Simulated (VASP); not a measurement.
The system is BaF2.

```xyz
3
Lattice="0.0000 3.1000 3.1000 3.1000 0.0000 3.1000 3.1000 3.1000 0.0000" Properties=species:S:1:pos:R:3 pbc="T T T"
Ba    0.0000    0.0000    0.0000
F     1.5500    1.5500    1.5500
F     4.6501    4.6501    4.6501
```

- Program: VASP 6.6.1
- Task: relaxation of cell and atoms
- Functional: PBE
- Potentials or basis: VASP PAW PBE potentials, release 64 (Ba_sv, F_h)
- Cutoff: 1350 eV
- k mesh: 5 × 5 × 5
- Occupations: gaussian, width 0.01 eV
- Spin: no spin polarisation

At the start: pressure 2.2 GPa; volume 19.86 Å³/atom.

Task: How do energy, volume and symmetry change on relaxing?

Result: Over 3 steps the energy falls by 5.1 meV/atom and the volume is 20.61 Å³/atom (+3.8 %); space group Fm-3m (No. 225, to 0.1 Å) before and after.

The path:
```
step  energy change (eV)  largest force (eV/Å)  pressure (GPa)  volume (Å³)
   1              0.0000                0.0000            2.23        59.58
   2             -0.0152                0.0000           -0.15        62.01
   3             -0.0153                0.0000            0.00        61.84
```

Final structure:
```cif
data_structure
_symmetry_space_group_name_H-M 'P 1'
_symmetry_Int_Tables_number 1
_cell_length_a 4.4386
_cell_length_b 4.4386
_cell_length_c 4.4386
_cell_angle_alpha 60.000
_cell_angle_beta 60.000
_cell_angle_gamma 60.000
_cell_volume 61.84
loop_
_atom_site_label
_atom_site_type_symbol
_atom_site_fract_x
_atom_site_fract_y
_atom_site_fract_z
_atom_site_occupancy
Ba1 Ba 0.00000 0.00000 0.00000 1
F1 F 0.25000 0.25000 0.25000 1
F2 F 0.75000 0.75000 0.75000 1
```
